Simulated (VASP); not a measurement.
Runs of VASP 6.6.1 on Hf. The structure is that of space group Fm-3m (No. 225), or close to it. The cells are those of the table. 

```csv
cell,gap on the mesh (eV),pressure (GPa)
"a = 3.086 Å, angles 60.0°, 1 atom",none,9.2
"a = 3.173 Å, angles 60.0°, 1 atom",none,-0.4
"a = 2.676 Å, angles 60.0°, 1 atom",none,(b)
"a = 2.896 Å, angles 60.0°, 1 atom",none,43.2
"a = 2.790 Å, angles 60.0°, 1 atom",none,(a)
```

Alike in all rows: task single point; level PBE; potentials or basis VASP PAW PBE potentials, release 64 (Hf_pv); no spin polarisation; k mesh 16 × 16 × 16; cutoff (eV) 520; smearing fermi-dirac 0.1 eV.

Q: Fill in the values left out.

A: (a) 73.8; (b) 122.0.

Caveats: spin-orbit coupling is left out, which moves the levels of the heavy elements.

A k mesh can miss the band edges, and the runs leave out spin-orbit coupling on Hf.

A gap of «none» marks levels without a gap at the run's occupations.
